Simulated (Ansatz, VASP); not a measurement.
## Two plane-wave programs on Ge2Pd2C

INCAR

```
  ALGO = Normal
  EDIFF = 1E-6
  ENCUT = 520
  GGA = PS
  ISIF = 2
  ISMEAR = -1
  LASPH = T
  LCHARG = F
  LDAU = T
  LDAUJ = 0 0 0
  LDAUL = -1 2 -1
  LDAUPRINT = 1
  LDAUTYPE = 2
  LDAUU = 0 1.34 0
  LMAXMIX = 4
  LREAL = F
  LWAVE = F
  NBANDS = 34
  NELM = 150
  PREC = Accurate
  SIGMA = 0.1
```

Contents of KPOINTS:

```
k-points
0
Gamma
  7 7 3
```

Contents of POSCAR:

```
Ge2Pd2C
1.0
    1.5730220000      2.7245510000      0.0000000000
   -1.5730220000      2.7245510000      0.0000000000
    0.0000000000      0.0000000000      7.9077860000
Ge Pd C
2 2 1
Direct
    0.3333000000      0.3334000000      0.8343000000
    0.6667000000      0.6666000000      0.1657000000
    0.3333000000      0.3334000000      0.3547500000
    0.6667000000      0.6666000000      0.6452500000
    0.0000000000      0.0000000000      0.5000000000
```

Input for Ansatz:

```yaml
crystal:
  lattice:
    - [1.573022, 2.724551, 0.0]
    - [-1.573022, 2.724551, 0.0]
    - [0.0, 0.0, 7.907786]
  atoms:
    - { symbol: Ge, position: [0.3333, 0.3334, 0.8343] }
    - { symbol: Ge, position: [0.6667, 0.6666, 0.1657] }
    - { symbol: Pd, position: [0.3333, 0.3334, 0.35475] }
    - { symbol: Pd, position: [0.6667, 0.6666, 0.64525] }
    - { symbol: C, position: [0.0, 0.0, 0.5] }
  symmetry: { tolerance: 0.0003 }
kpoints:
  mp_grid: { grid: [7, 7, 3], shift: [0, 0, 0] }
magnetization:
  spin_polarized: false
scf:
  occupations: { method: fermi_dirac }
hamiltonian:
  pseudopotentials: { kind: paw }
  xc: pbesol
  hubbard:
    projectors: all-electron-ortho-atomic
    sites: [{ species: Pd, l: d, u_eff: 1.34 }]
basis:
  ecutwfc: 420
output:
  forces: true
  stress: true
  eigenvalues: true
  write_density: true
  write_potential: true
  elf: true
  volumetric_format: npy
```

Alike in both runs: task single point; functional PBEsol; k mesh 7 × 7 × 3; no spin polarisation; Hubbard terms Pd d U = 1.34 eV.

|  | VASP | Ansatz |
| --- | --- | --- |
| version | VASP 6.6.1 | Ansatz 0.2.0 |
| potentials or method | VASP PAW PBE potentials, release 64 (Ge_d, Pd, C), cutoff 520 eV | PAW plane waves |
| occupations | fermi-dirac, width 0.1 eV | fermi-dirac |
| valence electrons in the cell | 52 | 68 |

Ansatz gave:

- gap on the k mesh at the Fermi level (eV): none
- pressure (GPa): 28.4
- traceless stress, the component that is largest in VASP (GPa): 0.51
- rms of the force components (eV/Å): 1.569

Question: Which values does VASP return?

Answer: gap on the k mesh at the Fermi level (eV): none; pressure (GPa): 25.7; traceless stress, the component that is largest in VASP (GPa): 0.62; rms of the force components (eV/Å): 1.548.

VASP's potentials were made for PBE, not for PBEsol. The programs project onto different local orbitals, so the same U acts differently, and such runs can settle in different states. Atom by atom the forces differ by 0.072 eV/Å (rms over components). A gap of «none» marks a metal or a gap that the smearing closes. VASP's potentials hold 52 valence electrons a cell and Ansatz's 68, so a difference there can come from the potentials and not from the codes. Ansatz's warnings: filled band counts differ across k points, structure snapped to symmetry.
